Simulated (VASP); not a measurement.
# AlAs (F-43m) in VASP: a series of runs, part 2 of 2

VASP 6.6.1.

### 3 Single point, PBE+D3(BJ) (volume scaled by 0.98)

INCAR reads:

```
ALGO = Normal
EDIFF = 1E-6
ENCUT = 500
GGA = PE
GGA_COMPAT = False
ISIF = 2
ISMEAR = 0
IVDW = 12
LASPH = True
LCHARG = False
LREAL = False
LWAVE = False
NBANDS = 11
NELM = 120
PREC = Accurate
SIGMA = 0.05
```

KPOINTS reads:

```
k-points
0
Gamma
  8 8 8
```

POSCAR reads:

```
AlAs
1.0
    0.0000000000      2.8151470452      2.8151470452
    2.8151470452      0.0000000000      2.8151470452
    2.8151470452      2.8151470452      0.0000000000
Al As
1 1
Direct
    0.0000000000      0.0000000000      0.0000000000
    0.7500000000      0.7500000000      0.7500000000
```

Potentials or basis: VASP PAW PBE potentials, release 64 (Al, As).

Run with:

```console
> cat potpaw_PBE.64/Al/POTCAR potpaw_PBE.64/As/POTCAR > POTCAR
> mpirun -np 1 vasp_std > vasp.out
```

OUTCAR:

```text
EDIFF = 1E-6
   ENCUT = 500
   GGA = PE
   ISIF = 2
   ISMEAR = 0
   IVDW = 12
   LASPH = True
   LREAL = False
   NELM = 120
   PREC = Accurate
 IVDW          = 12

 ion  position               nearest neighbor table
   1  0.000  0.000  0.000-   2 2.44   2 2.44   2 2.44   2 2.44
   2  0.750  0.750  0.750-   1 2.44   1 2.44   1 2.44   1 2.44

  LATTYP: Found a face centered cubic cell.
 ALAT       =     5.6302940904

  Lattice vectors:

 A1 = (   0.0000000000,   2.8151470452,   2.8151470452)
[... 523 lines left out ...]
------------------------ aborting loop because EDIFF is reached ----------------------------------------

 Edisp (eV)   -0.64559

 E8    (eV) :    -0.2822

  FORCE on cell =-STRESS in cart. coord.  units (eV):
  Direction    XX          YY          ZZ          XY          YZ          ZX
  --------------------------------------------------------------------------------------
  -------------------------------------------------------------------------------------
  Total       0.44277     0.44277     0.44277     0.00000    -0.00000     0.00000
  in kB      15.89855    15.89855    15.89855     0.00000    -0.00000     0.00000
  external pressure =       15.90 kB  Pullay stress =        0.00 kB

 VOLUME and BASIS-vectors are now :
 -----------------------------------------------------------------------------
  energy-cutoff  :      500.00
  volume of cell :       44.62
      direct lattice vectors                 reciprocal lattice vectors
     0.000000000  2.815147045  2.815147045    -0.177610616  0.177610616  0.177610616
     2.815147045  0.000000000  2.815147045     0.177610616 -0.177610616  0.177610616
     2.815147045  2.815147045  0.000000000     0.177610616  0.177610616 -0.177610616

 POSITION                                       TOTAL-FORCE (eV/Angst)
 -----------------------------------------------------------------------------------
      0.00000      0.00000      0.00000         0.000000      0.000000      0.000000
      4.22272      4.22272      4.22272        -0.000000     -0.000000     -0.000000
 -----------------------------------------------------------------------------------
    total drift:                                0.000000      0.000000      0.000000

  FREE ENERGIE OF THE ION-ELECTRON SYSTEM (eV)
  ---------------------------------------------------
  free  energy   TOTEN  =       -10.0033795916 eV

  energy  without entropy=      -10.0033795916  energy(sigma->0) =      -10.00337959
```

Wall time 12 s (1 thread of Intel Xeon Platinum 8259CL at 2.50GHz (Skylake/Cascade Lake), shared host); peak memory 0.18 GiB.

Results:

```
Free energy                : -10.0034 eV
Pressure                   : 1.6 GPa
Band gap on the k mesh     : 1.41 eV, indirect (least direct gap 2.19 eV)
Dispersion energy per atom : -0.323 eV
```

Levels at points of the mesh, in eV from the valence-band top:
| k point | band 2 | band 3 | band 4 | band 5 | band 6 | band 7 |
| --- | --- | --- | --- | --- | --- | --- |
| (0.00, 0.00, 0.00) | 0.00 | 0.00 | 0.00 | 2.19 | 4.31 | 4.31 |
| (0.50, 0.00, 0.00) | -5.64 | -0.84 | -0.84 | 2.20 | 4.69 | 4.69 |
| (0.50, 0.50, 0.00) | -5.49 | -2.21 | -2.21 | 1.41 | 2.29 | 10.46 |

Caveat: the cell differs from its parent crystal (volume scaled by 0.98); three body term missing. A k mesh can miss the band edges.

### 4 Single point, RPBE+D4

This run uses another cell than the first one, of 22.67 Å³/atom, 0.996 times its volume.

INCAR reads:

```
SYSTEM = AlAs
ALGO     = Normal         ! electronic algorithm
EDIFF    = 1E-6           ! SCF threshold, eV
ENCUT    = 500            ! plane-wave cutoff, eV
GGA      = RP             ! functional
GGA_COMPAT= .FALSE.      
ISIF     = 2              ! what is computed and relaxed
ISMEAR   = 0              ! smearing method
IVDW     = 13             ! dispersion correction
LASPH    = .TRUE.         ! aspherical terms in the spheres
LCHARG   = .TRUE.         ! write CHGCAR
LELF     = .TRUE.         ! ELF
LREAL    = .FALSE.        ! projectors in reciprocal space
LVHAR    = .TRUE.       
LWAVE    = .FALSE.        ! write WAVECAR
NBANDS   = 11             ! bands
NELM     = 120            ! most SCF steps
PREC     = Accurate       ! precision mode
SIGMA    = 0.05           ! smearing width, eV
```

KPOINTS reads:

```
k-points
0
G
  8 8 8
  0 0 0
```

POSCAR reads:

```
AlAs
1.0
    0.0000000000      2.8304000400      2.8304000400
    2.8304000400      0.0000000000      2.8304000400
    2.8304000400      2.8304000400      0.0000000000
Al As
1 1
Direct
    0.0000000000      0.0000000000      0.0000000000
    0.7500000000      0.7500000000      0.7500000000
```

Run with:

```console
> cat potpaw_PBE.64/Al/POTCAR potpaw_PBE.64/As/POTCAR > POTCAR
> mpirun -np 1 vasp_std > vasp.out
```

Wall time 15 s (1 thread of Intel Xeon Platinum 8259CL at 2.50GHz (Skylake/Cascade Lake), shared host); peak memory 0.17 GiB.

It converged, with:

| Property | Result |
| --- | --- |
| Free energy | -10.0436 eV |
| Pressure | -1.0 GPa |
| Band gap on the k mesh | 1.51 eV, indirect (least direct gap 2.19 eV) |
| Dispersion energy per atom | -0.629 eV |

Levels at points of the mesh, in eV from the valence-band top:
```csv
k point,band 1,band 2,band 3,band 4,band 5,band 6,band 7,band 8,band 9
"(0.00, 0.00, 0.00)",-11.83,0.00,0.00,0.00,2.19,4.32,4.32,4.32,8.99
"(0.50, 0.00, 0.00)",-10.41,-5.54,-0.82,-0.82,2.24,4.71,4.71,7.88,11.35
"(0.50, 0.50, 0.00)",-9.86,-5.40,-2.17,-2.17,1.51,2.37,10.40,10.40,11.91
```

Caveat: the PAW data sets were made with another functional, which shifts forces and pressure a little.

### 5 Summary

| level | cell | gap on the mesh (eV) | pressure (GPa) |
| --- | --- | --- | --- |
| PBE+D3(BJ) | a = 4.008 Å, angles 60.0°, 2 atoms | 1.44 | 0.0 |
| PBE+D3(BJ) | a = 3.981 Å, angles 60.0°, 2 atoms | 1.41 | 1.6 |
| RPBE+D4 | a = 4.003 Å, angles 60.0°, 2 atoms | 1.51 | -1.0 |

Alike in all rows: task single point; potentials or basis VASP PAW PBE potentials, release 64 (Al, As); no spin polarisation; k mesh 8 × 8 × 8; cutoff (eV) 500; smearing gaussian 0.05 eV.

Caveats: three body term missing (some runs); the PAW data sets were made with another functional, which shifts forces and pressure a little (some runs).

Total energies depend on the potentials used, so only differences within one code and one set of settings carry meaning.
